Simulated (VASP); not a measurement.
A run of VASP 6.6.1 is set up as follows.

INCAR

```
SYSTEM = CdS
  PREC = Accurate
  ENCUT = 600
  EDIFF = 1E-8
  ISMEAR = -1
  SIGMA = 0.1
  LREAL = .FALSE.
  LASPH = .TRUE.
  NELM = 80
  ALGO = Normal
  ISIF = 3
  LWAVE = .FALSE.
  LCHARG = .FALSE.
  GGA = PS
  IBRION = 6
  NFREE = 2
  POTIM = 0.015
  NSW = 1
```

Contents of KPOINTS:

```
regular mesh
0
G
  16 16 16
  0 0 0
```

Contents of POSCAR:

```
CdS
1.0
    0.0000000000      2.6143035968      2.6143035968
    2.6143035968      0.0000000000      2.6143035968
    2.6143035968      2.6143035968      0.0000000000
Cd S
1 1
Direct
    0.0000000000      0.0000000000      0.0000000000
    0.5000000000      0.5000000000      0.5000000000
```

Potentials or basis: VASP PAW PBE potentials, release 64 (Cd, S).

Run with:

```sh
$ cat potpaw_PBE.64/Cd/POTCAR potpaw_PBE.64/S/POTCAR > POTCAR
$ mpirun -np 1 vasp_std > vasp.out
```

Problem. Estimate the elastic constants C11, C12, C44.

Solution. 229, 68, 34 GPa.

Problem. What does it give for the Voigt bulk modulus?

Solution. 122 GPa.

Problem. What does it give for the highest phonon frequency at Γ, LO-TO splitting left out?

Solution. 204 cm⁻¹.

Phonon frequencies in cm⁻¹ (negative: imaginary):
```
              q point        frequencies
(0.000, 0.000, 0.000)  0 0 0 204 204 204
```

Caveat: the cell is under stress, which shifts elastic constants; the PAW data sets were made with another functional, which shifts forces and pressure a little.
